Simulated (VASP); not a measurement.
# Mo (I4/mmm) in VASP: single point with PBEsol

Aim: the single point of Mo with PBEsol.

Everything below comes from runs of VASP 6.6.1. Logs are shortened: lines on timing, memory, paths and dates and some standing lists are left out, and cuts for length are marked.

## 1. The cell of the first run

It takes space group I4/mmm (No. 139, tetragonal). The conventional cell has a = 2.839 Å, b = 2.839 Å, c = 3.896 Å, α = 90.00°, β = 90.00°, γ = 90.00°. Mo (site symmetry 4/mmm) has 12 Mo at 2.80 to 2.84 Å within 3.7 Å.

## 2. Single point, PBEsol

INCAR

```
SYSTEM = Mo
PREC = Accurate
ENCUT = 520
EDIFF = 1E-6
ISMEAR = 0
SIGMA = 0.1
LREAL = .FALSE.
LASPH = .TRUE.
NELM = 100
ALGO = Fast
ISIF = 2
LWAVE = .FALSE.
LCHARG = .FALSE.
GGA = PS
NBANDS = 13
ISYM = 0
```

KPOINTS

```
Automatic mesh
0
G
  12 12 17
  0 0 0
```

POSCAR

```
Mo
1.0
    2.8394270070      0.0000000000      0.0000000000
    0.0000000000      2.8394270070      0.0000000000
    1.4197135035      1.4197135035      1.9480331093
Mo
1
Direct
    0.0000000000      0.0000000000      0.0000000000
```

Potentials or basis: VASP PAW PBE potentials, release 64 (Mo_sv).

Command:

```console
$ cat potpaw_PBE.64/Mo_sv/POTCAR > POTCAR
$ mpirun -np 1 vasp_std > vasp.out
```

OUTCAR:

```text
SYSTEM = Mo
   PREC = Accurate
   ENCUT = 520
   EDIFF = 1E-6
   ISMEAR = 0
   LREAL = .FALSE.
   LASPH = .TRUE.
   NELM = 100
   ISIF = 2
   GGA = PS
   ISYM = 0

 ion  position               nearest neighbor table
   1  0.000  0.000  0.000-

IMPORTANT INFORMATION: All symmetrisations will be switched off!
NOSYMM: (Re-)initialisation of all symmetry stuff for point group C_1.

----------------------------------------------------------------------------------------

                                     Primitive cell

  volume of cell :      15.7057

  direct lattice vectors                    reciprocal lattice vectors
     2.839427007  0.000000000  0.000000000     0.352183732  0.000000000 -0.256669149
     0.000000000  2.839427007  0.000000000     0.000000000  0.352183732 -0.256669149
     1.419713503  1.419713503  1.948033109     0.000000000  0.000000000  0.513338298

  length of vectors
     2.839427007  2.839427007  2.797499930     0.435789437  0.435789437  0.513338298

  position of ions in fractional coordinates (direct lattice)
     0.000000000  0.000000000  0.000000000

  ion indices of the primitive-cell ions
   primitive index   ion index
                 1           1

----------------------------------------------------------------------------------------

 KPOINTS: Automatic mesh

Automatic generation of k-mesh.
 Grid dimensions read from file:
 generate k-points for:   12   12   17

 Generating k-lattice:

  Cartesian coordinates                     Fractional coordinates (reciprocal lattice)
     0.029348644  0.000000000 -0.021389096     0.083333333  0.000000000  0.000000000
     0.000000000  0.029348644 -0.021389096     0.000000000  0.083333333  0.000000000
     0.000000000  0.000000000  0.030196370     0.000000000  0.000000000  0.058823529

  Length of vectors
     0.036315786  0.036315786  0.030196370

  Shift w.r.t. Gamma in fractional coordinates (k-lattice)
     0.000000000  0.000000000  0.000000000

 -----------------------------------------------------------------------------
|                                                                             |
|           W    W    AA    RRRRR   N    N  II  N    N   GGGG   !!!           |
|           W    W   A  A   R    R  NN   N  II  NN   N  G    G  !!!           |
|           W    W  A    A  R    R  N N  N  II  N N  N  G       !!!           |
|           W WW W  AAAAAA  RRRRR   N  N N  II  N  N N  G  GGG   !            |
|           WW  WW  A    A  R   R   N   NN  II  N   NN  G    G                |
|           W    W  A    A  R    R  N    N  II  N    N   GGGG   !!!           |
|                                                                             |
|     Your reciprocal lattice and k-lattice belong to different lattice       |
|     classes:                                                                |
|                                                                             |
|        The reciprocal lattice is body-centered tetragonal,                  |
|        whereas your k-lattice is base-centered monoclinic.                  |
|                                                                             |
|     Results are often still useful ...                                      |
|                                                                             |
 -----------------------------------------------------------------------------

 WARNING: IBZKPT: internal override: KBLOWUP is changed to .FALSE.
      ... skipping the blow-up phase ...

 Subroutine IBZKPT returns following result:
 ===========================================

 Found   1226 irreducible k-points:

 Following reciprocal coordinates:
            Coordinates               Weight
  0.000000  0.000000  0.000000      1.000000
  0.083333  0.000000 -0.000000      2.000000
  0.166667  0.000000  0.000000      2.000000
  0.250000  0.000000 -0.000000      2.000000
  0.333333  0.000000 -0.000000      2.000000
  0.416667  0.000000  0.000000      2.000000
[... 16 lines left out ...]
  0.250000  0.166667  0.000000      2.000000
  0.333333  0.166667  0.000000      2.000000
 [... further k-points ...]
   k-points           NKPTS =   1226   k-points in BZ     NKDIM =   1226   number of bands    NBANDS=     13
   number of dos      NEDOS =    301   number of ions     NIONS =      1
   total plane-waves  NPLWV =  13824
   dimension x,y,z NGX =    24 NGY =   24 NGZ =   24
   dimension x,y,z NGXF=    48 NGYF=   48 NGZF=   48
   ions per type =               1
   NGX,Y,Z   is equivalent  to a cutoff of  14.05, 14.05, 14.26 a.u.
   NGXF,Y,Z  is equivalent  to a cutoff of  28.10, 28.10, 28.52 a.u.
 SYSTEM =  Mo
   PREC   = accura    normal or accurate (medium, high low for compatibility)
   ISTART =      0    job   : 0-new  1-cont  2-samecut
   ICHARG =      2    charge: 1-file 2-atom 10-const
   ISPIN  =      1    spin polarized calculation?
   LNONCOLLINEAR =      F non collinear calculations
   LSORBIT =      F    spin-orbit coupling
   LASPH  =      T    aspherical Exc in radial PAW
   ENCUT  =  520.0 eV  38.22 Ry    6.18 a.u.   5.28  5.28  5.20*2*pi/ulx,y,z
   NELM   =    100;   NELMIN=  2; NELMDL= -5     # of ELM steps
   EDIFF  = 0.1E-05   stopping-criterion for ELM
   LREAL  =      F    real-space projection
   EDIFFG = 0.1E-04   stopping-criterion for IOM
   NSW    =      0    number of steps for IOM
   IBRION =     -1    ionic relax: 0-MD 1-quasi-New 2-CG
   NFREE  =      0    steps in history (QN), initial steepest desc. (CG)
   ISIF   =      2    stress and relaxation
   ISYM   =      0    0-nonsym 1-usesym 2-fastsym
   POTIM  = 0.5000    time-step for ionic-motion
   TEBEG  =    0.0;   TEEND  =   0.0 temperature during run
   PSTRESS=    0.0 pullay stress
   NELECT =      14.0000    total number of electrons
   NUPDOWN=      -1.0000    fix difference up-down
   EMIN   =  10.00;   EMAX   =-10.00  energy-range for DOS
   EFERMI =   0.00;   METHOD = LEGACY
   ISMEAR =     0;   SIGMA  =   0.10  broadening in eV -4-tet -1-fermi 0-gaus
   EFERMI_NEDOS =   21; number of points for ismear=-14 and -15
   IALGO  =     68    algorithm
   IMIX   =      4    mixing-type and parameters
     AMIX     =   0.40;   BMIX     =  1.00
     AMIX_MAG =   1.60;   BMIX_MAG =  1.00
  volume/ion in A,a.u.               =      15.71       105.99
  Fermi-wavevector in a.u.,A,eV,Ry     =   1.575548  2.977354 33.774435  2.482351
  Thomas-Fermi vector in A             =   2.676515
   LORBIT       =      0    0 simple, 1 ext, 2 COOP (PROOUT), +10 PAW based schemes
   GGA     = PS    functional components
   LHFCALC =     F    Hartree Fock is set to
   AEXX    =    0.0000 exact exchange contribution
   IVDW    =     0    specifies the selected vdW correction
   LEPSILON=     F    determine dielectric tensor
   LRPA    =     F    only Hartree local field effects (RPA)
 non-spin polarized calculation
 RMM-DIIS sequential band-by-band and
 Gauss-broadening in eV      SIGMA  =   0.10
  energy-cutoff  :      520.00
  volume of cell :       15.71
 maximum number of plane-waves:       439
 NGX is ok and might be reduce to    24
   NGX = 11   NGY = 11   NGZ = 11

 number of electron      13.9999999 magnetization

 Free energy of the ion-electron system (eV)
  ---------------------------------------------------
  ext. energy  EPLUGINS =         0.00000000
  ---------------------------------------------------
  free energy    TOTEN  =       -11.35187584 eV

  energy without entropy =      -11.34502501  energy(sigma->0) =      -11.34845043

 E-fermi :  11.9517     XC(G=0): -13.4865

 val. band max:       11.9511601837   @ k =   0.0833   0.0833   0.2353
 cond. band min:      11.9576318790   @ k =   0.2500   0.0833   0.4118
 fundamental gap:      0.0064716953
 Fermi energy:        11.9516560518

 k-point     1 :       0.0000    0.0000    0.0000
  band No.  band energies     occupation
      1     -48.6618      2.00000
      2     -21.9871      2.00000
      3     -21.9846      2.00000
      4     -21.9697      2.00000
      5       5.1215      2.00000
      6      11.0980      2.00000
      7      11.0998      2.00000
      8      11.4671      2.00000
      9      13.7095      0.00000
     10      14.2059      0.00000
     11      25.0761      0.00000
     12      30.0418      0.00000
     13      30.0428      0.00000

 k-point     2 :       0.0833    0.0000   -0.0000
  band No.  band energies     occupation
      1     -48.6457      2.00000
      2     -22.0811      2.00000
      3     -22.0002      2.00000
      4     -21.9847      2.00000
      5       5.4092      2.00000
      6      10.9809      2.00000
      7      11.2251      2.00000
      8      11.5210      2.00000
      9      13.6244      0.00000
     10      14.0880      0.00000
     11      25.6267      0.00000
     12      29.2275      0.00000
     13      30.5561      0.00000

 k-point     3 :       0.1667    0.0000    0.0000
  band No.  band energies     occupation
      1     -48.6014      2.00000
      2     -22.3483      2.00000
      3     -22.0392      2.00000
      4     -22.0135      2.00000
      5       6.1697      2.00000
      6      10.6406      2.00000
      7      11.4572      2.00000
      8      11.7533      1.99496
      9      13.5720      0.00000
     10      13.9144      0.00000
     11      26.6932      0.00000
     12      27.8188      0.00000
     13      32.0016      0.00000
[... 305 lines left out ...]
 k-point    23 :       0.2500    0.1667    0.0000
  band No.  band energies     occupation
      1     -48.4627      2.00000
      2     -22.9378      2.00000
      3     -22.3714      2.00000
      4     -22.0912      2.00000
      5       8.2915      2.00000
      6      10.1240      2.00000
      7      10.8344      2.00000
      8      12.2595      0.00001
      9      13.4690      0.00000
     10      16.7383      0.00000
     11      25.8766      0.00000
     12      28.7654      0.00000
     13      30.4415      0.00000

 k-point    24 :       0.3333    0.1667    0.0000
  band No.  band energies     occupation
      1     -48.4164      2.00000
      2     -23.1422      2.00000
      3     -22.4323      2.00000
      4     -22.1457      2.00000
      5       8.2732      2.00000
      6      10.3155      2.00000
      7      11.1523      2.00000
      8      11.9940      0.54968
      9      14.5740      0.00000
     10      17.9458      0.00000
     11      24.4005      0.00000
     12      27.2727      0.00000
     13      29.5575      0.00000

 [... further k-points ...]
[... 5 lines left out ...]
  --------------------------------------------------------------------------------------
  -------------------------------------------------------------------------------------
  Total        0.0227097      0.0227097     -0.6525208     -0.0224377      0.0176005      0.0176007
  in kB        2.3166659      2.3166727    -66.5651930     -2.2889216      1.7954727      1.7954898
  external PRESSURE =     -20.6439515 kB  Pullay stress =       0.0000000 kB

 VOLUME and BASIS-vectors are now :
 -----------------------------------------------------------------------------
  energy-cutoff  :      520.00
  volume of cell :       15.71
      direct lattice vectors                 reciprocal lattice vectors
     2.839427007  0.000000000  0.000000000     0.352183732  0.000000000 -0.256669149
     0.000000000  2.839427007  0.000000000     0.000000000  0.352183732 -0.256669149
     1.419713503  1.419713503  1.948033109     0.000000000  0.000000000  0.513338298

 POSITION                                       TOTAL-FORCE (eV/Angst)
 -----------------------------------------------------------------------------------
      0.00000      0.00000      0.00000        -0.000000      0.000000     -0.000000
 -----------------------------------------------------------------------------------
    total drift:                               -0.000000      0.000000     -0.000000

  FREE ENERGIE OF THE ION-ELECTRON SYSTEM (eV)
  ---------------------------------------------------
  free  energy   TOTEN  =       -11.3518758437 eV

  energy  without entropy=      -11.3450250103  energy(sigma->0) =      -11.34845043
```

Run time: 2.8 min. Hardware: 1 thread of Intel Xeon Platinum 8259CL at 2.50GHz (Skylake/Cascade Lake), shared host; peak memory 0.34 GiB.

Results:

* Free energy: -11.3519 eV
* Pressure: -2.1 GPa
* Band gap on the k mesh: zero (band 7 reaches 16.02 eV, above the bottom of band 8 at 11.26 eV)

Stress tensor (GPa, compression positive):
```
 0.23 -0.23  0.18
-0.23  0.23  0.18
 0.18  0.18 -6.66
```

Caveat: the PAW data sets were made with another functional, which shifts forces and pressure a little.
